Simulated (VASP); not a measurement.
# SrAg3 (Pm-3m) in VASP: notebook

Runs on SrAg3. Level: PBE. Tasks: single point.

Everything below comes from runs of VASP 6.6.1. Logs are shortened: lines on timing, memory, paths and dates and some standing lists are left out, and cuts for length are marked.

### 1 The cell of the first run

The structure is cubic, space group Pm-3m (No. 221). Conventional cell: a = 4.533 Å, b = 4.533 Å, c = 4.533 Å, α = 90.00°, β = 90.00°, γ = 90.00°. Sr (site symmetry m-3m) has 12 Ag at 3.21 Å within 4.2 Å. Ag (site symmetry 4/mmm) has 4 Sr at 3.21 Å and 8 Ag at 3.21 Å within 4.2 Å.

### 2 Single point, PBE (23.28 Å³/atom)

The input, INCAR:

```
PREC = Accurate
ENCUT = 520
EDIFF = 1E-6
ISMEAR = 0
SIGMA = 0.05
LREAL = False
LASPH = True
NELM = 60
ALGO = Normal
ISIF = 2
LWAVE = False
LCHARG = True
GGA = PE
LELF = True
LVHAR = True
NBANDS = 30
```

The input, KPOINTS:

```
regular mesh
0
Gamma
  8 8 8
```

The input, POSCAR:

```
SrAg3
1.0
    4.5326287377      0.0000000000      0.0000000000
    0.0000000000      4.5326287377      0.0000000000
    0.0000000000      0.0000000000      4.5326287377
Sr Ag
1 3
Direct
    0.0000000000      0.0000000000      0.0000000000
    0.0000000000      0.5000000000      0.5000000000
    0.5000000000      0.5000000000      0.0000000000
    0.5000000000      0.0000000000      0.5000000000
```

Potentials or basis: VASP PAW PBE potentials, release 64 (Sr_sv, Ag).

Started as:

```bash
> cat potpaw_PBE.64/Sr_sv/POTCAR potpaw_PBE.64/Ag/POTCAR > POTCAR
> mpirun -np 1 vasp_std > vasp.out
```

OUTCAR:

```text
PREC = Accurate
   ENCUT = 520
   EDIFF = 1E-6
   ISMEAR = 0
   LREAL = False
   LASPH = True
   NELM = 60
   ISIF = 2
   GGA = PE

 ion  position               nearest neighbor table
   1  0.000  0.000  0.000-   2 3.21   3 3.21   4 3.21   2 3.21   4 3.21   2 3.21   3 3.21   2 3.21
                             3 3.21   4 3.21   4 3.21   3 3.21
   2  0.000  0.500  0.500-   1 3.21   3 3.21   4 3.21   1 3.21   3 3.21   1 3.21   4 3.21   1 3.21
                             3 3.21   4 3.21   3 3.21   4 3.21
   3  0.500  0.500  0.000-   1 3.21   2 3.21   4 3.21   2 3.21   4 3.21   1 3.21   4 3.21   4 3.21
                             1 3.21   2 3.21   2 3.21   1 3.21
   4  0.500  0.000  0.500-   1 3.21   2 3.21   3 3.21   1 3.21   3 3.21   2 3.21   3 3.21   3 3.21
                             1 3.21   2 3.21   1 3.21   2 3.21

  LATTYP: Found a simple cubic cell.
 ALAT       =     4.5326287377

  Lattice vectors:

 A1 = (   4.5326287377,   0.0000000000,   0.0000000000)
 A2 = (   0.0000000000,   4.5326287377,   0.0000000000)
 A3 = (   0.0000000000,   0.0000000000,   4.5326287377)

Analysis of symmetry for initial positions (statically):
=====================================================================
 Subroutine PRICEL returns:
 Original cell was already a primitive cell.

 Routine SETGRP: Setting up the symmetry group for a
 simple cubic supercell.

 Subroutine GETGRP returns: Found 48 space group operations
 (whereof 48 operations were pure point group operations)
 out of a pool of 48 trial point group operations.

The static configuration has the point symmetry O_h .

Analysis of symmetry for dynamics (positions and initial velocities):
=====================================================================
 Subroutine PRICEL returns:
 Original cell was already a primitive cell.

 Routine SETGRP: Setting up the symmetry group for a
 simple cubic supercell.

 Subroutine GETGRP returns: Found 48 space group operations
 (whereof 48 operations were pure point group operations)
 out of a pool of 48 trial point group operations.

The dynamic configuration has the point symmetry O_h .

 Subroutine INISYM returns: Found 48 space group operations
 (whereof 48 operations are pure point group operations),
 and found     1 'primitive' translations

----------------------------------------------------------------------------------------

                                     Primitive cell
[... 94 lines left out ...]
   NELM   =     60;   NELMIN=  2; NELMDL= -5     # of ELM steps
   EDIFF  = 0.1E-05   stopping-criterion for ELM
   LREAL  =      F    real-space projection
   EDIFFG = 0.1E-04   stopping-criterion for IOM
   NSW    =      0    number of steps for IOM
   IBRION =     -1    ionic relax: 0-MD 1-quasi-New 2-CG
   NFREE  =      0    steps in history (QN), initial steepest desc. (CG)
   ISIF   =      2    stress and relaxation
   ISYM   =      2    0-nonsym 1-usesym 2-fastsym
   POTIM  = 0.5000    time-step for ionic-motion
   TEBEG  =    0.0;   TEEND  =   0.0 temperature during run
   PSTRESS=    0.0 pullay stress
   NELECT =      43.0000    total number of electrons
   NUPDOWN=      -1.0000    fix difference up-down
   EMIN   =  10.00;   EMAX   =-10.00  energy-range for DOS
   EFERMI =   0.00;   METHOD = LEGACY
   ISMEAR =     0;   SIGMA  =   0.05  broadening in eV -4-tet -1-fermi 0-gaus
   EFERMI_NEDOS =   21; number of points for ismear=-14 and -15
   IALGO  =     38    algorithm
   IMIX   =      4    mixing-type and parameters
     AMIX     =   0.40;   BMIX     =  1.00
     AMIX_MAG =   1.60;   BMIX_MAG =  1.00
  volume/ion in A,a.u.               =      23.28       157.10
  Fermi-wavevector in a.u.,A,eV,Ry     =   1.265360  2.391184 21.784784  1.601136
  Thomas-Fermi vector in A             =   2.398617
   LORBIT       =      0    0 simple, 1 ext, 2 COOP (PROOUT), +10 PAW based schemes
   GGA     = PE    functional components
   LHFCALC =     F    Hartree Fock is set to
   AEXX    =    0.0000 exact exchange contribution
   IVDW    =     0    specifies the selected vdW correction
   LEPSILON=     F    determine dielectric tensor
   LRPA    =     F    only Hartree local field effects (RPA)
 non-spin polarized calculation
 Gauss-broadening in eV      SIGMA  =   0.05
  energy-cutoff  :      520.00
  volume of cell :       93.12
 maximum number of plane-waves:      2526
 NGX is ok and might be reduce to    36
   NGX = 17   NGY = 17   NGZ = 17

 number of electron      42.9999989 magnetization

 Free energy of the ion-electron system (eV)
  ---------------------------------------------------
  ext. energy  EPLUGINS =         0.00000000
  ---------------------------------------------------
  free energy    TOTEN  =        -9.94018712 eV

  energy without entropy =       -9.93672971  energy(sigma->0) =       -9.93845841

 E-fermi :   5.5016     XC(G=0): -10.4763

 val. band max:        5.4782181161   @ k =   0.3750   0.2500   0.1250
 cond. band min:       5.5176338350   @ k =   0.3750   0.3750   0.3750
 fundamental gap:      0.0394157189
 Fermi energy:         5.5016114202

 k-point     1 :       0.0000    0.0000    0.0000
  band No.  band energies     occupation
      1     -29.8589      2.00000
      2     -11.9296      2.00000
      3     -11.9296      2.00000
      4     -11.9296      2.00000
      5      -0.5581      2.00000
      6       0.0918      2.00000
[... 781 lines left out ...]
     29      12.2390      0.00000
     30      13.0530      0.00000

 [... further k-points ...]

------------------------ aborting loop because EDIFF is reached ----------------------------------------

  FORCE on cell =-STRESS in cart. coord.  units (eV):
  Direction    XX          YY          ZZ          XY          YZ          ZX
  --------------------------------------------------------------------------------------
  -------------------------------------------------------------------------------------
  Total        0.7223032      0.7223032      0.7223032      0.0000000      0.0000000     -0.0000000
  in kB       12.4273824     12.4273824     12.4273824      0.0000000      0.0000000     -0.0000000
  external PRESSURE =      12.4273824 kB  Pullay stress =       0.0000000 kB

 VOLUME and BASIS-vectors are now :
 -----------------------------------------------------------------------------
  energy-cutoff  :      520.00
  volume of cell :       93.12
      direct lattice vectors                 reciprocal lattice vectors
     4.532628738  0.000000000  0.000000000     0.220622526  0.000000000  0.000000000
     0.000000000  4.532628738  0.000000000     0.000000000  0.220622526  0.000000000
     0.000000000  0.000000000  4.532628738     0.000000000  0.000000000  0.220622526

 POSITION                                       TOTAL-FORCE (eV/Angst)
 -----------------------------------------------------------------------------------
      0.00000      0.00000      0.00000         0.000000      0.000000      0.000000
      0.00000      2.26631      2.26631         0.000000      0.000000      0.000000
      2.26631      2.26631      0.00000         0.000000      0.000000      0.000000
      2.26631      0.00000      2.26631         0.000000      0.000000      0.000000
 -----------------------------------------------------------------------------------
    total drift:                                0.000000      0.000000      0.000000

  FREE ENERGIE OF THE ION-ELECTRON SYSTEM (eV)
  ---------------------------------------------------
  free  energy   TOTEN  =        -9.9401871186 eV

  energy  without entropy=       -9.9367297070  energy(sigma->0) =       -9.93845841
```

stdout:

```text
POSCAR found type information on POSCAR SrAg
 POSCAR found :  2 types and       4 ions
 scaLAPACK will be used
 LDA part: xc-table for (Slater+PW92), standard interpolation
 POSCAR, INCAR and KPOINTS ok, starting setup
 FFT: planning ... GRIDC
 FFT: planning ... GRID_SOFT
 FFT: planning ... GRID
 WAVECAR not read
 entering main loop
```

It took 2 min on 1 thread of Intel Xeon 8259CL, shared host; peak memory 0.26 GiB.

What came out:

- Free energy: -9.9402 eV
- Pressure: 1.2 GPa
- Band gap on the k mesh: zero (an odd number of electrons rules out a gap without spin polarisation)

Levels at points of the mesh, in eV from the Fermi level:
```tsv
k point	band 18	band 19	band 20	band 21	band 22	band 23	band 24	band 25
(0.00, 0.00, 0.00)	-3.45	-3.45	-3.45	1.51	1.51	1.89	1.89	1.89
(0.50, 0.00, 0.00)	-3.83	-3.52	-3.45	-3.37	1.65	1.65	1.78	3.87
(0.50, 0.50, 0.00)	-4.21	-4.01	-2.99	-1.07	-0.90	-0.90	2.58	2.58
(0.50, 0.50, 0.50)	-3.62	-3.62	-0.25	-0.06	-0.06	-0.06	0.66	0.66
```

### 3 Single point, PBE (23.40 Å³/atom)

This run uses another cell than the first one, of 23.40 Å³/atom.

The input, INCAR:

```
SYSTEM = SrAg3
PREC = Accurate
ENCUT = 520
EDIFF = 1E-7
ISMEAR = 0
SIGMA = 0.05
LREAL = .FALSE.
LASPH = .TRUE.
NELM = 100
ALGO = Fast
ISIF = 2
LWAVE = .FALSE.
LCHARG = .TRUE.
GGA = PE
LELF = .TRUE.
LVHAR = .TRUE.
NBANDS = 30
```

The input, KPOINTS:

```
regular mesh
0
G
  8 8 8
  0 0 0
```

The input, POSCAR:

```
SrAg3
1.0
    4.5401900646      0.0000000000      0.0000000000
    0.0000000000      4.5401900646      0.0000000000
    0.0000000000      0.0000000000      4.5401900646
Sr Ag
1 3
Direct
    0.0000000000      0.0000000000      0.0000000000
    0.0000000000      0.5000000000      0.5000000000
    0.5000000000      0.5000000000      0.0000000000
    0.5000000000      0.0000000000      0.5000000000
```

Potentials or basis: VASP PAW PBE potentials, release 64 (Sr_sv, Ag).

Started as:

```bash
> cat potpaw_PBE.64/Sr_sv/POTCAR potpaw_PBE.64/Ag/POTCAR > POTCAR
> mpirun -np 1 vasp_std > vasp.out
```

It took 2.9 min on 1 thread of Intel Xeon 8259CL, shared host; peak memory 0.26 GiB.

Results (log left out):

| Quantity | Value |
| --- | --- |
| Free energy | -9.9436 eV |
| Pressure | 1.0 GPa |
| Band gap on the k mesh | zero (an odd number of electrons rules out a gap without spin polarisation) |

Levels at points of the mesh, in eV from the Fermi level:
```tsv
k point	band 19	band 20	band 21	band 22	band 23	band 24
(0.00, 0.00, 0.00)	-3.44	-3.44	1.50	1.50	1.89	1.89
(0.50, 0.00, 0.00)	-3.51	-3.44	-3.35	1.65	1.65	1.78
(0.50, 0.50, 0.00)	-4.00	-2.97	-1.06	-0.91	-0.91	2.57
(0.50, 0.50, 0.50)	-3.62	-0.24	-0.06	-0.06	-0.06	0.66
```

### 4 Single point, PBE (23.87 Å³/atom)

This run uses another cell than the first one, of 23.87 Å³/atom.

The input, INCAR:

```
PREC = Accurate ; ENCUT = 520
EDIFF = 1E-7 ; ISMEAR = 0
SIGMA = 0.05 ; LREAL = F
LASPH = T ; NELM = 100
ALGO = Fast ; ISIF = 2
LWAVE = F ; LCHARG = T
GGA = PE ; LELF = T
LVHAR = T ; NBANDS = 30
```

The input, KPOINTS:

```
regular mesh
0
Gamma
  8 8 8
```

The input, POSCAR:

```
SrAg3
1.0
    4.5708679551      0.0000000000      0.0000000000
    0.0000000000      4.5708679551      0.0000000000
    0.0000000000      0.0000000000      4.5708679551
Sr Ag
1 3
Direct
    0.0000000000      0.0000000000      0.0000000000
    0.0000000000      0.5000000000      0.5000000000
    0.5000000000      0.5000000000      0.0000000000
    0.5000000000      0.0000000000      0.5000000000
```

Started as:

```bash
> cat potpaw_PBE.64/Sr_sv/POTCAR potpaw_PBE.64/Ag/POTCAR > POTCAR
> mpirun -np 1 vasp_std > vasp.out
```

Wall time 2.9 min (1 thread of Intel Xeon 8259CL, shared host); peak memory 0.26 GiB.

The run converged. Its results:

- Free energy: -9.9509 eV
- Pressure: 0.1 GPa
- Band gap on the k mesh: zero (an odd number of electrons rules out a gap without spin polarisation)

Levels at points of the mesh, in eV from the Fermi level:
```tsv
k point	band 17	band 18	band 19	band 20	band 21	band 22	band 23	band 24	band 25	band 26
(0.00, 0.00, 0.00)	-3.70	-3.42	-3.42	-3.42	1.47	1.47	1.88	1.88	1.88	5.13
(0.50, 0.00, 0.00)	-4.10	-3.79	-3.47	-3.42	-3.30	1.66	1.66	1.78	3.76	4.46
(0.50, 0.50, 0.00)	-4.15	-4.15	-3.96	-2.89	-1.02	-0.92	-0.92	2.57	2.57	4.93
(0.50, 0.50, 0.50)	-3.59	-3.59	-3.59	-0.18	-0.08	-0.08	-0.08	0.65	0.65	0.65
```

### 5 Summary

```tsv
cell	gap on the mesh (eV)	pressure (GPa)
a = 4.533 Å, 4 atoms	none	1.2
a = 4.540 Å, 4 atoms	none	1.0
a = 4.571 Å, 4 atoms	none	0.1
```

Alike in all rows: task single point; level PBE; potentials or basis VASP PAW PBE potentials, release 64 (Sr_sv, Ag); no spin polarisation; k mesh 8 × 8 × 8; cutoff (eV) 520; smearing gaussian 0.05 eV.

Absolute energies hang on the potentials; compare differences alone.
